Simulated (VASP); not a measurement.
A run of VASP 6.6.1 is set up as follows.

The input POSCAR:

```
W
1.0
    2.9003582138      0.0000000000      0.0000000000
    0.0000000000      5.0208762852      0.0000000000
    0.0000000000      0.0000000000      5.0826324431
W
4
Direct
    0.7931720000      0.5631570000      0.2500000000
    0.2068280000      0.0631570000      0.2500000000
    0.2068280000      0.4368430000      0.7500000000
    0.7931720000      0.9368430000      0.7500000000
```

The input INCAR.step1:

```
SYSTEM = W
PREC     = Accurate       ! precision mode
ENCUT    = 520            ! plane-wave cutoff, eV
ISMEAR   = 1              ! smearing method
SIGMA    = 0.1            ! smearing width, eV
LREAL    = .FALSE.        ! projectors in reciprocal space
LASPH    = .TRUE.         ! aspherical terms in the spheres
NELM     = 60             ! most SCF steps
NBANDS   = 36             ! bands
GGA      = PE             ! functional
ALGO     = Normal         ! electronic algorithm
EDIFF    = 1E-4           ! SCF threshold, eV
LWAVE    = .TRUE.         ! write WAVECAR
LCHARG   = .FALSE.        ! write CHGCAR
```

File INCAR.step2:

```
SYSTEM = W
PREC     = Accurate       ! precision mode
ENCUT    = 520            ! plane-wave cutoff, eV
EDIFF    = 1E-6           ! SCF threshold, eV
ISMEAR   = 1              ! smearing method
SIGMA    = 0.1            ! smearing width, eV
LREAL    = .FALSE.        ! projectors in reciprocal space
LASPH    = .TRUE.         ! aspherical terms in the spheres
NELM     = 60             ! most SCF steps
ALGO     = Normal         ! electronic algorithm
ISIF     = 2              ! what is computed and relaxed
LWAVE    = .FALSE.        ! write WAVECAR
LCHARG   = .FALSE.        ! write CHGCAR
METAGGA  = R2SCAN         ! meta-GGA
LMIXTAU  = .TRUE.       
NBANDS   = 36             ! bands
ISTART   = 1
```

KPOINTS

```
Automatic mesh
0
G
  8 5 5
  0 0 0
```

Potentials or basis: VASP PAW PBE potentials, release 64 (W_sv).

Run with:

```sh
$ cat potpaw_PBE.64/W_sv/POTCAR > POTCAR
$ cp INCAR.step1 INCAR
$ mpirun -np 1 vasp_std > vasp.out
$ cp INCAR.step2 INCAR
$ mpirun -np 1 vasp_std > vasp.out
```

Question: What does it give for the pressure?

Answer: -26.8 GPa.

Question: What does it give for the band gap on the k mesh?

Answer: Zero (bands 28 and 29 overlap by 0.89 eV).

Question: Predict the largest force.

Answer: 0.567 eV/Å.

Stress tensor (GPa, compression positive):
```
-30.18   0.00   0.00
  0.00 -27.04   0.00
  0.00   0.00 -23.31
```

Caveat: the cell stands under tension; the PAW data sets were made with another functional, which shifts forces and pressure a little; spin-orbit coupling is left out, which moves the levels of the heavy elements.
